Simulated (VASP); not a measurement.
# CoW3 (Fm-3m) in VASP: single point with PBEsol

Aim: the single point of CoW3 with PBEsol.

Program: VASP 6.6.1. These are calculated values, not measurements. Logs are shortened: lines on timing, memory, paths and dates and some standing lists are left out, and cuts for length are marked.

### 1 The cell of the first run

Symmetry: Fm-3m, No. 225, cubic system. The conventional cell has a = 6.493 Å, b = 6.493 Å, c = 6.493 Å, α = 90.00°, β = 90.00°, γ = 90.00°. Within 3.7 Å of W (site symmetry -43m) lie 10 W at 2.81 to 3.25 Å and 4 Co at 2.81 Å. Within 3.7 Å of W (site symmetry m-3m) lie 8 W at 2.81 Å and 6 Co at 3.25 Å. Co (site symmetry m-3m) has 14 W at 2.81 to 3.25 Å within 3.7 Å.

### 2 Single point, PBEsol, collinear spin, ferromagnetic start

Input file INCAR:

```
PREC     = Accurate       # precision mode
ENCUT    = 520            # plane-wave cutoff, eV
EDIFF    = 1E-7           # SCF threshold, eV
ISMEAR   = 0              # smearing method
SIGMA    = 0.1            # smearing width, eV
LREAL    = False          # projectors in reciprocal space
LASPH    = True           # aspherical terms in the spheres
NELM     = 150            # most SCF steps
ALGO     = Normal         # electronic algorithm
ISIF     = 2              # what is computed and relaxed
LWAVE    = False          # write WAVECAR
LCHARG   = False          # write CHGCAR
ISPIN    = 2              # spin polarisation
MAGMOM   = 0 0 0 2        # initial moments
LORBIT   = 11             # projections on sites
LMAXMIX  = 4              # l up to which the mixer works
GGA      = PS             # functional
NBANDS   = 38             # bands
```

Input file KPOINTS:

```
regular mesh
0
Gamma
  12 12 12
```

Input file POSCAR:

```
CoW3
1.0
    0.0000000000      3.2463384350      3.2463384350
    3.2463384350      0.0000000000      3.2463384350
    3.2463384350      3.2463384350      0.0000000000
W Co
3 1
Direct
    0.2500000000      0.2500000000      0.2500000000
    0.7500000000      0.7500000000      0.7500000000
    0.5000000000      0.5000000000      0.5000000000
    0.0000000000      0.0000000000      0.0000000000
```

Potentials or basis: VASP PAW PBE potentials, release 64 (W_sv, Co).

On the command line:

```console
> cat potpaw_PBE.64/W_sv/POTCAR potpaw_PBE.64/Co/POTCAR > POTCAR
> mpirun -np 1 vasp_std > vasp.out
```

OUTCAR:

```text
PREC = Accurate
   ENCUT = 520
   EDIFF = 1E-7
   ISMEAR = 0
   LREAL = False
   LASPH = True
   NELM = 150
   ISIF = 2
   ISPIN = 2
   LORBIT = 11
   GGA = PS

 ion  position               nearest neighbor table
   1  0.250  0.250  0.250-   4 2.81   4 2.81   4 2.81   3 2.81   4 2.81   3 2.81   3 2.81   3 2.81
                             2 3.25   2 3.25   2 3.25   2 3.25   2 3.25   2 3.25
   2  0.750  0.750  0.750-   3 2.81   3 2.81   3 2.81   3 2.81   4 2.81   4 2.81   4 2.81   4 2.81
                             1 3.25   1 3.25   1 3.25   1 3.25   1 3.25   1 3.25
   3  0.500  0.500  0.500-   1 2.81   1 2.81   1 2.81   1 2.81   2 2.81   2 2.81   2 2.81   2 2.81
                             4 3.25   4 3.25   4 3.25   4 3.25   4 3.25   4 3.25
   4  0.000  0.000  0.000-   2 2.81   2 2.81   2 2.81   1 2.81   2 2.81   1 2.81   1 2.81   1 2.81
                             3 3.25   3 3.25   3 3.25   3 3.25   3 3.25   3 3.25

  LATTYP: Found a face centered cubic cell.
 ALAT       =     6.4926768700

  Lattice vectors:

 A1 = (   0.0000000000,   3.2463384350,   3.2463384350)
 A2 = (   3.2463384350,   0.0000000000,   3.2463384350)
 A3 = (   3.2463384350,   3.2463384350,   0.0000000000)

Analysis of symmetry for initial positions (statically):
=====================================================================
 Subroutine PRICEL returns:
 Original cell was already a primitive cell.

 Routine SETGRP: Setting up the symmetry group for a
 face centered cubic supercell.

 Subroutine GETGRP returns: Found 48 space group operations
 (whereof 48 operations were pure point group operations)
 out of a pool of 48 trial point group operations.

The static configuration has the point symmetry O_h .

Analysis of symmetry for dynamics (positions and initial velocities):
=====================================================================
 Subroutine PRICEL returns:
 Original cell was already a primitive cell.

 Routine SETGRP: Setting up the symmetry group for a
 face centered cubic supercell.

 Subroutine GETGRP returns: Found 48 space group operations
 (whereof 48 operations were pure point group operations)
 out of a pool of 48 trial point group operations.

The dynamic configuration has the point symmetry O_h .

Analysis of structural, dynamic, and magnetic symmetry:
=====================================================================
 Subroutine PRICEL returns:
 Original cell was already a primitive cell.

 Routine SETGRP: Setting up the symmetry group for a
 face centered cubic supercell.

 Subroutine GETGRP returns: Found 48 space group operations
 (whereof 48 operations were pure point group operations)
 out of a pool of 48 trial point group operations.

The overall configuration has the point symmetry O_h .

 Subroutine INISYM returns: Found 48 space group operations
 (whereof 48 operations are pure point group operations),
 and found     1 'primitive' translations

----------------------------------------------------------------------------------------

                                     Primitive cell

  volume of cell :      68.4245

  direct lattice vectors                    reciprocal lattice vectors
     0.000000000  3.246338435  3.246338435    -0.154019678  0.154019678  0.154019678
     3.246338435  0.000000000  3.246338435     0.154019678 -0.154019678  0.154019678
     3.246338435  3.246338435  0.000000000     0.154019678  0.154019678 -0.154019678

  length of vectors
     4.591015843  4.591015843  4.591015843     0.266769907  0.266769907  0.266769907

  position of ions in fractional coordinates (direct lattice)
     0.250000000  0.250000000  0.250000000
     0.750000000  0.750000000  0.750000000
     0.500000000  0.500000000  0.500000000
     0.000000000  0.000000000  0.000000000

  ion indices of the primitive-cell ions
   primitive index   ion index
                 1           1
                 2           2
                 3           3
                 4           4

----------------------------------------------------------------------------------------

 KPOINTS: regular mesh

Automatic generation of k-mesh.
 Grid dimensions read from file:
 generate k-points for:   12   12   12

 Generating k-lattice:

  Cartesian coordinates                     Fractional coordinates (reciprocal lattice)
    -0.012834973  0.012834973  0.012834973     0.083333333  0.000000000  0.000000000
     0.012834973 -0.012834973  0.012834973     0.000000000  0.083333333  0.000000000
     0.012834973  0.012834973 -0.012834973     0.000000000  0.000000000  0.083333333

  Length of vectors
     0.022230826  0.022230826  0.022230826

  Shift w.r.t. Gamma in fractional coordinates (k-lattice)
     0.000000000  0.000000000  0.000000000

 Subroutine IBZKPT returns following result:
 ===========================================

 Found     72 irreducible k-points:

 Following reciprocal coordinates:
            Coordinates               Weight
  0.000000  0.000000  0.000000      1.000000
  0.083333  0.000000  0.000000      8.000000
  0.166667  0.000000  0.000000      8.000000
  0.250000  0.000000  0.000000      8.000000
  0.333333  0.000000  0.000000      8.000000
  0.416667  0.000000  0.000000      8.000000
[... 16 lines left out ...]
  0.500000  0.166667  0.000000     24.000000
 -0.416667  0.166667  0.000000     24.000000
 [... further k-points ...]
   k-points           NKPTS =     72   k-points in BZ     NKDIM =     72   number of bands    NBANDS=     38
   number of dos      NEDOS =    301   number of ions     NIONS =      4
   total plane-waves  NPLWV =  46656
   dimension x,y,z NGX =    36 NGY =   36 NGZ =   36
   dimension x,y,z NGXF=    72 NGYF=   72 NGZF=   72
   ions per type =               3   1
   NGX,Y,Z   is equivalent  to a cutoff of  13.04, 13.04, 13.04 a.u.
   NGXF,Y,Z  is equivalent  to a cutoff of  26.07, 26.07, 26.07 a.u.
 SYSTEM =  unknown system
   PREC   = accura    normal or accurate (medium, high low for compatibility)
   ISTART =      0    job   : 0-new  1-cont  2-samecut
   ICHARG =      2    charge: 1-file 2-atom 10-const
   ISPIN  =      2    spin polarized calculation?
   LNONCOLLINEAR =      F non collinear calculations
   LSORBIT =      F    spin-orbit coupling
   LASPH  =      T    aspherical Exc in radial PAW
   ENCUT  =  520.0 eV  38.22 Ry    6.18 a.u.   8.54  8.54  8.54*2*pi/ulx,y,z
   NELM   =    150;   NELMIN=  2; NELMDL= -5     # of ELM steps
   EDIFF  = 0.1E-06   stopping-criterion for ELM
   LREAL  =      F    real-space projection
   EDIFFG = 0.1E-05   stopping-criterion for IOM
   NSW    =      0    number of steps for IOM
   IBRION =     -1    ionic relax: 0-MD 1-quasi-New 2-CG
   NFREE  =      0    steps in history (QN), initial steepest desc. (CG)
   ISIF   =      2    stress and relaxation
   ISYM   =      2    0-nonsym 1-usesym 2-fastsym
   POTIM  = 0.5000    time-step for ionic-motion
   TEBEG  =    0.0;   TEEND  =   0.0 temperature during run
   PSTRESS=    0.0 pullay stress
   NELECT =      51.0000    total number of electrons
   NUPDOWN=      -1.0000    fix difference up-down
   EMIN   =  10.00;   EMAX   =-10.00  energy-range for DOS
   EFERMI =   0.00;   METHOD = LEGACY
   ISMEAR =     0;   SIGMA  =   0.10  broadening in eV -4-tet -1-fermi 0-gaus
   EFERMI_NEDOS =   21; number of points for ismear=-14 and -15
   IALGO  =     38    algorithm
   IMIX   =      4    mixing-type and parameters
     AMIX     =   0.40;   BMIX     =  1.00
     AMIX_MAG =   1.60;   BMIX_MAG =  1.00
  volume/ion in A,a.u.               =      17.11       115.44
  Fermi-wavevector in a.u.,A,eV,Ry     =   1.484321  2.804960 29.976467  2.203208
  Thomas-Fermi vector in A             =   2.597872
   LORBIT       =     11    0 simple, 1 ext, 2 COOP (PROOUT), +10 PAW based schemes
   GGA     = PS    functional components
   LHFCALC =     F    Hartree Fock is set to
   AEXX    =    0.0000 exact exchange contribution
   IVDW    =     0    specifies the selected vdW correction
   LEPSILON=     F    determine dielectric tensor
   LRPA    =     F    only Hartree local field effects (RPA)
 spin polarized calculation
 Gauss-broadening in eV      SIGMA  =   0.10
  energy-cutoff  :      520.00
  volume of cell :       68.42
 maximum number of plane-waves:      1868
 NGX is ok and might be reduce to    36
   NGX = 17   NGY = 17   NGZ = 17

 number of electron      51.0000000 magnetization       1.9910063

 Free energy of the ion-electron system (eV)
  ---------------------------------------------------
  ext. energy  EPLUGINS =         0.00000000
  ---------------------------------------------------
  free energy    TOTEN  =       -46.92845857 eV

  energy without entropy =      -46.90205015  energy(sigma->0) =      -46.91525436

 E-fermi :   8.8831     XC(G=0): -12.8355

 val. band max:        8.8823938292   @ k =  -0.3333   0.3333   0.1667
 cond. band min:       8.8880279165   @ k =  -0.2500   0.2500   0.0833
 fundamental gap:      0.0056340873
 Fermi energy:         8.8830918584

 spin component 1

 k-point     1 :       0.0000    0.0000    0.0000
  band No.  band energies     occupation
      1     -65.4763      1.00000
      2     -65.4516      1.00000
      3     -64.9985      1.00000
      4     -29.6622      1.00000
      5     -29.6622      1.00000
      6     -29.6622      1.00000
[... 29 lines left out ...]
     36      16.0549      0.00000
     37      16.0549      0.00000

 k-point     2 :       0.0833    0.0000    0.0000
  band No.  band energies     occupation
      1     -65.4756      1.00000
      2     -65.4520      1.00000
      3     -64.9989      1.00000
      4     -29.6976      1.00000
      5     -29.6805      1.00000
      6     -29.6805      1.00000
[... 29 lines left out ...]
     36      16.1437      0.00000
     37      16.1437      0.00000
[... 838 lines left out ...]
     36      15.1761      0.00000
     37      16.3241      0.00000

 k-point    24 :      -0.4167    0.1667    0.0000
  band No.  band energies     occupation
      1     -65.4620      1.00000
      2     -65.4600      1.00000
      3     -65.0047      1.00000
      4     -29.7717      1.00000
      5     -29.7694      1.00000
      6     -29.7044      1.00000
[... 29 lines left out ...]
     36      15.1554      0.00000
     37      16.3318      0.00000

 [... further k-points ...]

 spin component 2

 k-point     1 :       0.0000    0.0000    0.0000
  band No.  band energies     occupation
      1     -65.3858      1.00000
      2     -65.3596      1.00000
      3     -64.9935      1.00000
      4     -29.5626      1.00000
      5     -29.5626      1.00000
      6     -29.5626      1.00000
[... 29 lines left out ...]
     36      16.1635      0.00000
     37      16.1635      0.00000

 k-point     2 :       0.0833    0.0000    0.0000
  band No.  band energies     occupation
      1     -65.3850      1.00000
      2     -65.3599      1.00000
      3     -64.9939      1.00000
      4     -29.5937      1.00000
      5     -29.5786      1.00000
      6     -29.5786      1.00000
[... 29 lines left out ...]
     36      16.2575      0.00000
     37      16.2575      0.00000
[... 838 lines left out ...]
     36      15.3451      0.00000
     37      16.5443      0.00000

 k-point    24 :      -0.4167    0.1667    0.0000
  band No.  band energies     occupation
      1     -65.3702      1.00000
      2     -65.3680      1.00000
      3     -65.0010      1.00000
      4     -29.6770      1.00000
      5     -29.6705      1.00000
      6     -29.6063      1.00000
[... 29 lines left out ...]
     36      15.3173      0.00000
     37      16.5659      0.00000

 [... further k-points ...]

 [bands above 37 left out]

------------------------ aborting loop because EDIFF is reached ----------------------------------------

  FORCE on cell =-STRESS in cart. coord.  units (eV):
  Direction    XX          YY          ZZ          XY          YZ          ZX
  --------------------------------------------------------------------------------------
  -------------------------------------------------------------------------------------
  Total      -14.1416365    -14.1416365    -14.1416365     -0.0000000      0.0000000     -0.0000000
  in kB     -331.1302651   -331.1302651   -331.1302651     -0.0000000      0.0000000     -0.0000000
  external PRESSURE =    -331.1302651 kB  Pullay stress =       0.0000000 kB

 VOLUME and BASIS-vectors are now :
 -----------------------------------------------------------------------------
  energy-cutoff  :      520.00
  volume of cell :       68.42
      direct lattice vectors                 reciprocal lattice vectors
     0.000000000  3.246338435  3.246338435    -0.154019678  0.154019678  0.154019678
     3.246338435  0.000000000  3.246338435     0.154019678 -0.154019678  0.154019678
     3.246338435  3.246338435  0.000000000     0.154019678  0.154019678 -0.154019678

 POSITION                                       TOTAL-FORCE (eV/Angst)
 -----------------------------------------------------------------------------------
      1.62317      1.62317      1.62317        -0.000000     -0.000000     -0.000000
      4.86951      4.86951      4.86951        -0.000000     -0.000000      0.000000
      3.24634      3.24634      3.24634         0.000000      0.000000      0.000000
      0.00000      0.00000      0.00000         0.000000      0.000000      0.000000
 -----------------------------------------------------------------------------------
    total drift:                                0.000000      0.000000      0.000000

  FREE ENERGIE OF THE ION-ELECTRON SYSTEM (eV)
  ---------------------------------------------------
  free  energy   TOTEN  =       -46.9284585685 eV

  energy  without entropy=      -46.9020501489  energy(sigma->0) =      -46.91525436

 total charge

# of ion       s       p       d       tot
------------------------------------------
    1        2.369   6.254   3.143  11.765
    2        2.369   6.254   3.143  11.765
    3        2.409   6.261   3.273  11.943
    4        0.397   0.426   7.152   7.975
--------------------------------------------------
tot          7.544  19.194  16.710  43.448

 magnetization (x)

# of ion       s       p       d       tot
------------------------------------------
    1       -0.000   0.001   0.193   0.194
    2       -0.000   0.001   0.193   0.194
    3        0.009   0.016  -0.005   0.020
    4        0.005   0.002   1.525   1.532
--------------------------------------------------
tot          0.014   0.020   1.906   1.940
```

Run time: 7.8 min. Hardware: 1 thread of Intel Xeon Platinum 8259CL at 2.50GHz (Skylake/Cascade Lake), shared host; peak memory 0.43 GiB.

What came out:

```
Free energy                                           : -46.9285 eV
Pressure                                              : -33.1 GPa
Net moment                                            : 1.99 μB per cell
Site moments                                          : W +0.19, +0.02 (each value once); Co +1.53 μB
Valence electrons inside the program's atomic spheres : W 11.77, 11.94 (each value once); Co 7.97
```

Levels at points of the mesh, in eV from the Fermi level:
Spin up:
```
           k point  band 24  band 25  band 26  band 27  band 28  band 29
(0.00, 0.00, 0.00)    -1.48    -1.48    -1.48     2.61     2.61     2.66
(0.50, 0.00, 0.00)    -2.44    -0.56    -0.56     0.46     0.46     0.54
(0.50, 0.50, 0.00)    -1.43    -0.48    -0.48     0.42     0.42     0.45
```
Spin down:
```
           k point  band 22  band 23  band 24  band 25  band 26  band 27
(0.00, 0.00, 0.00)    -1.11    -1.11    -1.11     0.25     0.25     2.66
(0.50, 0.00, 0.00)    -2.22    -1.97    -1.97     0.51     0.51     0.94
(0.50, 0.50, 0.00)    -0.90    -0.40    -0.39    -0.39     0.17     0.50
```

Caveat: the cell stands under tension; the PAW data sets were made with another functional, which shifts forces and pressure a little; spin-orbit coupling is left out, which moves the levels of the heavy elements.
